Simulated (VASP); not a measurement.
# Gd (Pm-3m) in VASP: notebook, part 2 of 2

VASP 6.6.1.

## (4) Relaxation of cell and atoms, LDA, collinear spin, ferromagnetic start

This run uses another cell than the first one, of 36.26 Å³/atom.

Input file INCAR:

```
PREC     = Accurate       # precision mode
ENCUT    = 600            # plane-wave cutoff, eV
EDIFF    = 1E-6           # SCF threshold, eV
ISMEAR   = 0              # smearing method
SIGMA    = 0.05           # smearing width, eV
LREAL    = F              # projectors in reciprocal space
LASPH    = T              # aspherical terms in the spheres
NELM     = 150            # most SCF steps
ALGO     = Normal         # electronic algorithm
ISIF     = 3              # what is computed and relaxed
LWAVE    = F              # write WAVECAR
LCHARG   = F              # write CHGCAR
ISPIN    = 2              # spin polarisation
MAGMOM   = 7              # initial moments
LORBIT   = 11             # projections on sites
LMAXMIX  = 6              # l up to which the mixer works
GGA      = CA             # functional
IBRION   = 2              # ionic algorithm
NSW      = 80             # ionic steps
EDIFFG   = -0.01          # ionic threshold
```

Input file KPOINTS:

```
Automatic mesh
0
Gamma
  7 7 7
```

Input file POSCAR:

```
Gd
1.0
    3.3100000000      0.0000000000      0.0000000000
    0.0000000000      3.3100000000      0.0000000000
    0.0000000000      0.0000000000      3.3100000000
Gd
1
Direct
    0.0000000000      0.0000000000      0.0000000000
```

Potentials or basis: VASP PAW PBE potentials, release 64 (Gd).

Command:

```sh
$ cat potpaw_PBE.64/Gd/POTCAR > POTCAR
$ mpirun -np 1 vasp_std > vasp.out
```

OUTCAR:

```text
PREC = Accurate
   ENCUT = 600
   EDIFF = 1E-6
   ISMEAR = 0
   LREAL = F
   LASPH = T
   NELM = 150
   ISIF = 3
   ISPIN = 2
   LORBIT = 11
   GGA = CA
   IBRION = 2
   NSW = 80
   EDIFFG = -0.01

 ion  position               nearest neighbor table
   1  0.000  0.000  0.000-

  LATTYP: Found a simple cubic cell.
 ALAT       =     3.3100000000

  Lattice vectors:

 A1 = (   3.3100000000,   0.0000000000,   0.0000000000)
 A2 = (   0.0000000000,   3.3100000000,   0.0000000000)
 A3 = (   0.0000000000,   0.0000000000,   3.3100000000)

Analysis of symmetry for initial positions (statically):
=====================================================================
 Subroutine PRICEL returns:
 Original cell was already a primitive cell.

 Routine SETGRP: Setting up the symmetry group for a
 simple cubic supercell.

 Subroutine GETGRP returns: Found 48 space group operations
 (whereof 48 operations were pure point group operations)
 out of a pool of 48 trial point group operations.

The static configuration has the point symmetry O_h .

Analysis of symmetry for dynamics (positions and initial velocities):
=====================================================================
 Subroutine PRICEL returns:
 Original cell was already a primitive cell.

 Routine SETGRP: Setting up the symmetry group for a
 simple cubic supercell.

 Subroutine GETGRP returns: Found 48 space group operations
 (whereof 48 operations were pure point group operations)
 out of a pool of 48 trial point group operations.

The dynamic configuration has the point symmetry O_h .

Analysis of structural, dynamic, and magnetic symmetry:
=====================================================================
 Subroutine PRICEL returns:
 Original cell was already a primitive cell.

 Routine SETGRP: Setting up the symmetry group for a
 simple cubic supercell.

 Subroutine GETGRP returns: Found 48 space group operations
 (whereof 48 operations were pure point group operations)
 out of a pool of 48 trial point group operations.

The overall configuration has the point symmetry O_h .

 Subroutine INISYM returns: Found 48 space group operations
 (whereof 48 operations are pure point group operations),
 and found     1 'primitive' translations

----------------------------------------------------------------------------------------

                                     Primitive cell

  volume of cell :      36.2647

  direct lattice vectors                    reciprocal lattice vectors
     3.310000000  0.000000000  0.000000000     0.302114804  0.000000000  0.000000000
     0.000000000  3.310000000  0.000000000     0.000000000  0.302114804  0.000000000
     0.000000000  0.000000000  3.310000000     0.000000000  0.000000000  0.302114804

  length of vectors
     3.310000000  3.310000000  3.310000000     0.302114804  0.302114804  0.302114804

  position of ions in fractional coordinates (direct lattice)
     0.000000000  0.000000000  0.000000000

  ion indices of the primitive-cell ions
   primitive index   ion index
                 1           1

----------------------------------------------------------------------------------------

 KPOINTS: Automatic mesh

Automatic generation of k-mesh.
 Grid dimensions read from file:
 generate k-points for:    7    7    7

 Generating k-lattice:

  Cartesian coordinates                     Fractional coordinates (reciprocal lattice)
     0.043159258  0.000000000  0.000000000     0.142857143  0.000000000  0.000000000
     0.000000000  0.043159258  0.000000000     0.000000000  0.142857143  0.000000000
     0.000000000  0.000000000  0.043159258     0.000000000  0.000000000  0.142857143

  Length of vectors
     0.043159258  0.043159258  0.043159258

  Shift w.r.t. Gamma in fractional coordinates (k-lattice)
     0.000000000  0.000000000  0.000000000

 Subroutine IBZKPT returns following result:
 ===========================================

 Found     20 irreducible k-points:

 Following reciprocal coordinates:
            Coordinates               Weight
  0.000000  0.000000  0.000000      1.000000
  0.142857  0.000000  0.000000      6.000000
  0.285714  0.000000  0.000000      6.000000
  0.428571  0.000000  0.000000      6.000000
  0.142857  0.142857  0.000000     12.000000
  0.285714  0.142857  0.000000     24.000000
[... 12 lines left out ...]
  0.428571  0.428571  0.285714     24.000000
  0.428571  0.428571  0.428571      8.000000
   k-points           NKPTS =     20   k-points in BZ     NKDIM =     20   number of bands    NBANDS=     17
   number of dos      NEDOS =    301   number of ions     NIONS =      1
   total plane-waves  NPLWV =  21952
   dimension x,y,z NGX =    28 NGY =   28 NGZ =   28
   dimension x,y,z NGXF=    56 NGYF=   56 NGZF=   56
   ions per type =               1
   NGX,Y,Z   is equivalent  to a cutoff of  14.06, 14.06, 14.06 a.u.
   NGXF,Y,Z  is equivalent  to a cutoff of  28.13, 28.13, 28.13 a.u.
 SYSTEM =  unknown system
   PREC   = accura    normal or accurate (medium, high low for compatibility)
   ISTART =      0    job   : 0-new  1-cont  2-samecut
   ICHARG =      2    charge: 1-file 2-atom 10-const
   ISPIN  =      2    spin polarized calculation?
   LNONCOLLINEAR =      F non collinear calculations
   LSORBIT =      F    spin-orbit coupling
   LASPH  =      T    aspherical Exc in radial PAW
   ENCUT  =  600.0 eV  44.10 Ry    6.64 a.u.   6.61  6.61  6.61*2*pi/ulx,y,z
   NELM   =    150;   NELMIN=  2; NELMDL= -5     # of ELM steps
   EDIFF  = 0.1E-05   stopping-criterion for ELM
   LREAL  =      F    real-space projection
   EDIFFG = -.1E-01   stopping-criterion for IOM
   NSW    =     80    number of steps for IOM
   IBRION =      2    ionic relax: 0-MD 1-quasi-New 2-CG
   NFREE  =      1    steps in history (QN), initial steepest desc. (CG)
   ISIF   =      3    stress and relaxation
   ISYM   =      2    0-nonsym 1-usesym 2-fastsym
   POTIM  = 0.5000    time-step for ionic-motion
   TEBEG  =    0.0;   TEEND  =   0.0 temperature during run
   PSTRESS=    0.0 pullay stress
   NELECT =      18.0000    total number of electrons
   NUPDOWN=      -1.0000    fix difference up-down
   EMIN   =  10.00;   EMAX   =-10.00  energy-range for DOS
   EFERMI =   0.00;   METHOD = LEGACY
   ISMEAR =     0;   SIGMA  =   0.05  broadening in eV -4-tet -1-fermi 0-gaus
   EFERMI_NEDOS =   21; number of points for ismear=-14 and -15
   IALGO  =     38    algorithm
   IMIX   =      4    mixing-type and parameters
     AMIX     =   0.40;   BMIX     =  1.00
     AMIX_MAG =   1.60;   BMIX_MAG =  1.00
  volume/ion in A,a.u.               =      36.26       244.73
  Fermi-wavevector in a.u.,A,eV,Ry     =   1.296197  2.449457 22.859510  1.680127
  Thomas-Fermi vector in A             =   2.427669
   LORBIT       =     11    0 simple, 1 ext, 2 COOP (PROOUT), +10 PAW based schemes
   GGA     = CA    functional components
   LHFCALC =     F    Hartree Fock is set to
   AEXX    =    0.0000 exact exchange contribution
   IVDW    =     0    specifies the selected vdW correction
   LEPSILON=     F    determine dielectric tensor
   LRPA    =     F    only Hartree local field effects (RPA)
 conjugate gradient relaxation of ions
 spin polarized calculation
 Gauss-broadening in eV      SIGMA  =   0.05
  energy-cutoff  :      600.00
  volume of cell :       36.26
 maximum number of plane-waves:      1231
 NGX is ok and might be reduce to    28
   NGX = 13   NGY = 13   NGZ = 13

--------------------------------------- Ionic step        1  -------------------------------------------

 number of electron      17.9999991 magnetization       7.6519922

 Free energy of the ion-electron system (eV)
  ---------------------------------------------------
  ext. energy  EPLUGINS =         0.00000000
  ---------------------------------------------------
  free energy    TOTEN  =       -10.95615090 eV

  energy without entropy =      -10.94954905  energy(sigma->0) =      -10.95284998

 E-fermi :   2.1482     XC(G=0):  -9.7713

 val. band max:        2.1389474752   @ k =   0.4286   0.1429   0.0000
 cond. band min:       2.1596986151   @ k =   0.2857   0.2857   0.0000
 fundamental gap:      0.0207511399
 Fermi energy:         2.1481776494

 spin component 1

 k-point     1 :       0.0000    0.0000    0.0000
  band No.  band energies     occupation
      1     -42.8751      1.00000
      2     -20.0802      1.00000
      3     -20.0802      1.00000
      4     -20.0802      1.00000
      5      -2.4515      1.00000
      6      -2.4515      1.00000
[... 1741 lines left out ...]
  energy  without entropy=      -11.0077557414  energy(sigma->0) =      -11.00932166

--------------------------------------- Ionic step        5  -------------------------------------------

 number of electron      18.0000001 magnetization       7.4510164

 Free energy of the ion-electron system (eV)
  ---------------------------------------------------
  ext. energy  EPLUGINS =         0.00000000
  ---------------------------------------------------
  free energy    TOTEN  =       -11.04315546 eV

  energy without entropy =      -11.03551969  energy(sigma->0) =      -11.03933758

 E-fermi :   3.2087     XC(G=0): -10.7703

 val. band max:        3.2081000846   @ k =   0.4286   0.1429   0.0000
 cond. band min:       3.2123330937   @ k =   0.4286   0.1429   0.1429
 fundamental gap:      0.0042330091
 Fermi energy:         3.2087248164

 spin component 1

 k-point     1 :       0.0000    0.0000    0.0000
  band No.  band energies     occupation
      1     -41.6395      1.00000
      2     -18.5182      1.00000
      3     -18.5182      1.00000
      4     -18.5182      1.00000
      5      -1.5934      1.00000
      6      -1.1387      1.00000
[... 820 lines left out ...]
  FREE ENERGIE OF THE ION-ELECTRON SYSTEM (eV)
  ---------------------------------------------------
  free  energy   TOTEN  =       -11.0431554585 eV

  energy  without entropy=      -11.0355196937  energy(sigma->0) =      -11.03933758

 reached required accuracy - stopping structural energy minimisation

 total charge

# of ion       s       p       d       f       tot
--------------------------------------------------
    1        2.067   5.501   0.744   7.045  15.357

 magnetization (x)

# of ion       s       p       d       f       tot
--------------------------------------------------
    1        0.017  -0.043   0.279   6.713   6.967
```

It took 2.3 min on 1 thread of Intel Xeon 6975P-C (Granite Rapids), shared host; peak memory 0.19 GiB.

Results:

| Property | Result |
| --- | --- |
| Free energy | -11.0432 eV |
| Relaxed volume | 29.12 Å³/atom |
| Relaxed cell | a = 3.076 Å, b = 3.076 Å, c = 3.076 Å, α = 90.00°, β = 90.00°, γ = 90.00° |
| Space group after relaxing (to 0.1 Å) | Pm-3m (No. 221) |
| Energy gained by relaxing | 87.0 meV/atom |
| Ionic steps | 5 |
| Pressure after relaxing | 0.0 GPa |
| Net moment | 7.45 μB per cell |
| Site moments | Gd +6.97 μB |
| Valence electrons inside the program's atomic spheres | Gd 15.36 |

Step by step:
```csv
step,energy change (eV),largest force (eV/Å),pressure (GPa),volume (Å³)
1,0.0000,0.0000,-3.82,36.26
2,-0.0714,0.0000,-1.41,31.91
3,-0.0857,0.0000,-0.76,29.89
4,-0.0547,0.0000,3.53,26.10
5,-0.0870,0.0000,-0.01,29.12
```

Final structure:
```
CELL_PARAMETERS angstrom
3.07639 0.00000 0.00000
0.00000 3.07639 0.00000
0.00000 0.00000 3.07639
ATOMIC_POSITIONS crystal
Gd 0.00000 0.00000 0.00000
```

Levels at points of the mesh, in eV from the Fermi level:
Spin up:
```tsv
k point	band 11	band 12	band 13	band 14	band 15	band 16
(0.00, 0.00, 0.00)	-4.26	-4.20	-1.51	-1.51	6.64	6.64
```
Spin down:
```
           k point  band 2  band 3  band 4  band 5  band 6  band 7  band 8  band 9
(0.00, 0.00, 0.00)  -19.44  -19.44  -19.44   -4.08   -0.41   -0.41    0.44    0.44
```

Caveat: the volume moved by over 15 % at a fixed basis, so the end points are rough; the PAW data sets were made with another functional, which shifts forces and pressure a little; spin-orbit coupling is left out, which moves the levels of the heavy elements; semilocal functionals describe open f shells poorly, which spoils levels, moments and volumes. The state reached can hang on the start; a lower one may exist.

## (5) Overview

```csv
task,cell,cutoff (eV),gap on the mesh (eV),pressure (GPa),moment (μB)
single point,"a = 2.948 Å, 1 atom",520,none,5.2,7.42
single point,"a = 3.086 Å, 1 atom",520,none,-0.2,7.48
relaxation of cell and atoms,"relaxed from a = 3.310 Å, 1 atom",600,none,0.0,7.45
```

Alike in all rows: level LDA; potentials or basis VASP PAW PBE potentials, release 64 (Gd); spin collinear, ferromagnetic start; k mesh 7 × 7 × 7; smearing gaussian 0.05 eV.

Caveats: the PAW data sets were made with another functional, which shifts forces and pressure a little; spin-orbit coupling is left out, which moves the levels of the heavy elements; semilocal functionals describe open f shells poorly, which spoils levels, moments and volumes; the cell stands under pressure (at least some runs); the volume moved by over 15 % at a fixed basis, so the end points are rough (at least some runs).

Total energies depend on the potentials used, so only differences within one code and one set of settings carry meaning.

The gap in the log of VASP goes by the Fermi energy; the results here count the filled bands.